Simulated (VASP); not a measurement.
# Ta16H in VASP: single point with PBE

Aim: the single point of Ta16H with PBE.

Program: VASP 6.6.1. These are calculated values, not measurements. Logs are shortened: lines on timing, memory, paths and dates and some standing lists are left out, and cuts for length are marked.

### Step 1. The cell of the first run

The cell holds a slab with vacuum, 17 atoms: a = 6.638 Å, b = 6.638 Å, c = 20.300 Å, α = 90.00°, β = 90.00°, γ = 90.00°.

### Step 2. Single point, PBE

The input, INCAR:

```
SYSTEM = Ta16H
PREC = Accurate ; ENCUT = 520
EDIFF = 1E-6 ; ISMEAR = 0
SIGMA = 0.1 ; LREAL = Auto
LASPH = .True. ; NELM = 100
ALGO = Normal ; ISIF = 2
LWAVE = .False. ; LCHARG = .False.
LDIPOL = .True. ; IDIPOL = 3
DIPOL = 0.5 0.5 0.327 ; GGA = PE
NBANDS = 102
```

The input, KPOINTS:

```
regular mesh
0
Gamma
  4 4 1
  0 0 0
```

The input, POSCAR:

```
Ta16H
1.0
    6.6379342676      0.0000000000      0.0000000000
    0.0000000000      6.6379342676      0.0000000000
    0.0000000000      0.0000000000     20.2996559590
Ta H
16 1
Direct
    0.2500000000      0.2500000000      0.1970476745
    0.2500000000      0.7500000000      0.1970476745
    0.7500000000      0.2500000000      0.1970476745
    0.7500000000      0.7500000000      0.1970476745
    0.0000000000      0.0000000000      0.2787970190
    0.0000000000      0.5000000000      0.2787970190
    0.5000000000      0.0000000000      0.2787970190
    0.5000000000      0.5000000000      0.2787970190
    0.2500000000      0.2500000000      0.3599139068
    0.2500000000      0.7500000000      0.3599139068
    0.7500000000      0.2500000000      0.3599139068
    0.7500000000      0.7500000000      0.3599139068
    0.0000000000      0.0000000000      0.4334879358
    0.0000000000      0.5000000000      0.4334879358
    0.5000000000      0.0000000000      0.4334879358
    0.5000000000      0.5000000000      0.4334879358
    0.0000000000      0.2500000000      0.4903459327
```

Potentials or basis: VASP PAW PBE potentials, release 64 (Ta_pv, H).

Launch:

```bash
cat potpaw_PBE.64/Ta_pv/POTCAR potpaw_PBE.64/H/POTCAR > POTCAR
mpirun -np 1 vasp_std > vasp.out
```

OUTCAR:

```text
SYSTEM = Ta16H
   PREC = Accurate
   ENCUT = 520
   EDIFF = 1E-6
   ISMEAR = 0
   LREAL = Auto
   LASPH = .True.
   NELM = 100
   ISIF = 2
   GGA = PE

 ion  position               nearest neighbor table
   1  0.250  0.250  0.197-   5 2.87   6 2.87   7 2.87   8 2.87   9 3.31   3 3.32   2 3.32   2 3.32
                             3 3.32
   2  0.250  0.750  0.197-   5 2.87   6 2.87   7 2.87   8 2.87  10 3.31   4 3.32   1 3.32   1 3.32
                             4 3.32
   3  0.750  0.250  0.197-   5 2.87   6 2.87   7 2.87   8 2.87  11 3.31   4 3.32   1 3.32   4 3.32
                             1 3.32
   4  0.750  0.750  0.197-   5 2.87   6 2.87   7 2.87   8 2.87  12 3.31   3 3.32   2 3.32   3 3.32
                             2 3.32
   5  0.000  0.000  0.279-   9 2.87  10 2.87  11 2.87  12 2.87   1 2.87   2 2.87   3 2.87   4 2.87
                            13 3.14   7 3.32   6 3.32   6 3.32   7 3.32
   6  0.000  0.500  0.279-   9 2.87  10 2.87  11 2.87  12 2.87   1 2.87   2 2.87   3 2.87   4 2.87
                            14 3.14   8 3.32   5 3.32   5 3.32   8 3.32
   7  0.500  0.000  0.279-   9 2.87  10 2.87  11 2.87  12 2.87   1 2.87   2 2.87   3 2.87   4 2.87
                            15 3.14   8 3.32   5 3.32   8 3.32   5 3.32
   8  0.500  0.500  0.279-   9 2.87  10 2.87  11 2.87  12 2.87   1 2.87   2 2.87   3 2.87   4 2.87
                            16 3.14   7 3.32   6 3.32   7 3.32   6 3.32
   9  0.250  0.250  0.360-  13 2.78  14 2.78  15 2.78  16 2.78   5 2.87   6 2.87   7 2.87   8 2.87
                             1 3.31  10 3.32  11 3.32  10 3.32  11 3.32
  10  0.250  0.750  0.360-  13 2.78  14 2.78  15 2.78  16 2.78   5 2.87   6 2.87   7 2.87   8 2.87
                             2 3.31   9 3.32  12 3.32   9 3.32  12 3.32
  11  0.750  0.250  0.360-  13 2.78  14 2.78  15 2.78  16 2.78   5 2.87   6 2.87   7 2.87   8 2.87
                             3 3.31   9 3.32  12 3.32  12 3.32   9 3.32
  12  0.750  0.750  0.360-  13 2.78  14 2.78  15 2.78  16 2.78   5 2.87   6 2.87   7 2.87   8 2.87
                             4 3.31  10 3.32  11 3.32  11 3.32  10 3.32
  13  0.000  0.000  0.433-  17 2.02  10 2.78  11 2.78  12 2.78   9 2.78   5 3.14  15 3.32  14 3.32
                            14 3.32  15 3.32
  14  0.000  0.500  0.433-  17 2.02  10 2.78  11 2.78  12 2.78   9 2.78   6 3.14  16 3.32  13 3.32
                            13 3.32  16 3.32
  15  0.500  0.000  0.433-   9 2.78  10 2.78  11 2.78  12 2.78   7 3.14  13 3.32  16 3.32  16 3.32
                            13 3.32
  16  0.500  0.500  0.433-   9 2.78  10 2.78  11 2.78  12 2.78   8 3.14  14 3.32  15 3.32  15 3.32
                            14 3.32
  17  0.000  0.250  0.490-  13 2.02  14 2.02

  LATTYP: Found a simple tetragonal cell.
 ALAT       =     6.6379342676
 C/A-ratio  =     3.0581284991

  Lattice vectors:

 A1 = (   6.6379342676,   0.0000000000,   0.0000000000)
 A2 = (   0.0000000000,   6.6379342676,   0.0000000000)
 A3 = (   0.0000000000,   0.0000000000,  20.2996559590)

Analysis of symmetry for initial positions (statically):
=====================================================================
 Subroutine PRICEL returns:
[... 164 lines left out ...]
   GGA     = PE    functional components
   LHFCALC =     F    Hartree Fock is set to
   AEXX    =    0.0000 exact exchange contribution
   IVDW    =     0    specifies the selected vdW correction
   LEPSILON=     F    determine dielectric tensor
   LRPA    =     F    only Hartree local field effects (RPA)
 non-spin polarized calculation
 Gauss-broadening in eV      SIGMA  =   0.10
  energy-cutoff  :      520.00
  volume of cell :      894.45
 maximum number of plane-waves:     24163
 NGX is ok and might be reduce to    50
   NGX = 25   NGY = 25   NGZ = 75

 dipolmoment           0.000000      0.000000      0.001482 electrons x Angstroem

 number of electron     176.9999955 magnetization

 dipolmoment           0.000000      0.000000     -0.037371 electrons x Angstroem

 Free energy of the ion-electron system (eV)
  ---------------------------------------------------
  ext. energy  EPLUGINS =         0.00000000
  ---------------------------------------------------
  free energy    TOTEN  =      -177.71632387 eV

  energy without entropy =     -177.64302369  energy(sigma->0) =     -177.67967378

 E-fermi :  -0.5658     XC(G=0):  -5.2728

 val. band max:       -0.5762353718   @ k =   0.0000   0.2500   0.0000
 cond. band min:      -0.5589011886   @ k =   0.0000   0.0000   0.0000
 fundamental gap:      0.0173341832
 Fermi energy:        -0.5657861185

 k-point     1 :       0.0000    0.0000    0.0000
  band No.  band energies     occupation
      1     -35.5817      2.00000
      2     -35.5779      2.00000
      3     -35.5735      2.00000
      4     -35.5728      2.00000
      5     -35.5693      2.00000
      6     -35.5670      2.00000
[... 916 lines left out ...]
     99      -0.0781      0.00000
    100      -0.0687      0.00000
 [bands above 100 left out]

------------------------ aborting loop because EDIFF is reached ----------------------------------------

 vacuum level on the upper side and lower side of the slab       (xc-potential included)        -0.187        -0.079

  FORCE on cell =-STRESS in cart. coord.  units (eV):
  Direction    XX          YY          ZZ          XY          YZ          ZX
  --------------------------------------------------------------------------------------
  -------------------------------------------------------------------------------------
  Total      -16.0849256    -20.8047572     -3.2664965      0.0000000      0.0000000      0.0000000
  in kB      -28.8121102    -37.2665048     -5.8511093      0.0000000      0.0000000      0.0000000
  external PRESSURE =     -23.9765747 kB  Pullay stress =       0.0000000 kB

 VOLUME and BASIS-vectors are now :
 -----------------------------------------------------------------------------
  energy-cutoff  :      520.00
  volume of cell :      894.45
      direct lattice vectors                 reciprocal lattice vectors
     6.637934268  0.000000000  0.000000000     0.150649277  0.000000000  0.000000000
     0.000000000  6.637934268  0.000000000     0.000000000  0.150649277  0.000000000
     0.000000000  0.000000000 20.299655959     0.000000000  0.000000000  0.049261919

 POSITION                                       TOTAL-FORCE (eV/Angst)
 -----------------------------------------------------------------------------------
      1.65948      1.65948      4.00000         0.001519     -0.000000      0.780757
      1.65948      4.97845      4.00000         0.008031      0.000000      0.744541
      4.97845      1.65948      4.00000        -0.001519     -0.000000      0.780757
      4.97845      4.97845      4.00000        -0.008031      0.000000      0.744541
      0.00000      0.00000      5.65948        -0.000000      0.093781     -0.898304
      0.00000      3.31897      5.65948        -0.000000     -0.093781     -0.898304
[... 9 lines left out ...]
      3.31897      3.31897      8.79966        -0.000000      0.056140     -0.246563
      0.00000      1.65948      9.95385        -0.000000      0.000000     -0.014385
 -----------------------------------------------------------------------------------
    total drift:                                0.000000      0.000000      0.005584

  FREE ENERGIE OF THE ION-ELECTRON SYSTEM (eV)
  ---------------------------------------------------
  free  energy   TOTEN  =      -177.7163238702 eV

  energy  without entropy=     -177.6430236915  energy(sigma->0) =     -177.67967378

 vacuum level on the upper side and lower side of the slab         3.201         3.309
```

OSZICAR:

```text
N       E                     dE             d eps       ncg     rms          rms(c)
DAV:   1     0.152012051945E+04    0.15201E+04   -0.97016E+04  2364   0.149E+03
DAV:   2    -0.106795112977E+03   -0.16269E+04   -0.15959E+04  2126   0.390E+02
DAV:   3    -0.194212380522E+03   -0.87417E+02   -0.84471E+02  2344   0.726E+01
[... 24 lines left out ...]
DAV:  28    -0.177716305751E+03   -0.15140E-04   -0.97657E-07  1312   0.237E-03    0.890E-04
DAV:  29    -0.177716316058E+03   -0.10307E-04   -0.40447E-07  1202   0.122E-03    0.780E-04
DAV:  30    -0.177716321822E+03   -0.57641E-05   -0.43072E-07  1236   0.125E-03    0.576E-04
DAV:  31    -0.177716323139E+03   -0.13171E-05   -0.16410E-07  1162   0.878E-04    0.490E-04
DAV:  32    -0.177716323870E+03   -0.73078E-06   -0.11834E-07  1140   0.712E-04
   1 F= -.17771632E+03 E0= -.17767967E+03  d E =-.733002E-01
```

It took 32 min on 1 thread of Intel Xeon Platinum 8488C (Sapphire Rapids), shared host; peak memory 1.1 GiB.

Results:

- Free energy: -177.7163 eV
- Largest force: 1.265 eV/Å
- Band gap on the k mesh: zero (an odd number of electrons rules out a gap without spin polarisation)

Forces in eV/Å, atoms in the order of the input:
```
Ta   0.002  0.000  0.781
Ta   0.008  0.000  0.745
Ta  -0.002  0.000  0.781
Ta  -0.008  0.000  0.745
Ta   0.000  0.094 -0.898
Ta   0.000 -0.094 -0.898
Ta   0.000  0.062 -0.678
Ta   0.000 -0.062 -0.678
Ta   0.164  0.000 -0.403
Ta   0.238  0.000 -0.127
Ta  -0.164  0.000 -0.403
Ta  -0.238  0.000 -0.127
Ta   0.000  0.951  0.835
Ta   0.000 -0.951  0.835
Ta   0.000 -0.056 -0.247
Ta   0.000  0.056 -0.247
H    0.000  0.000 -0.014
```

Caveat: spin-orbit coupling is left out, which moves the levels of the heavy elements.
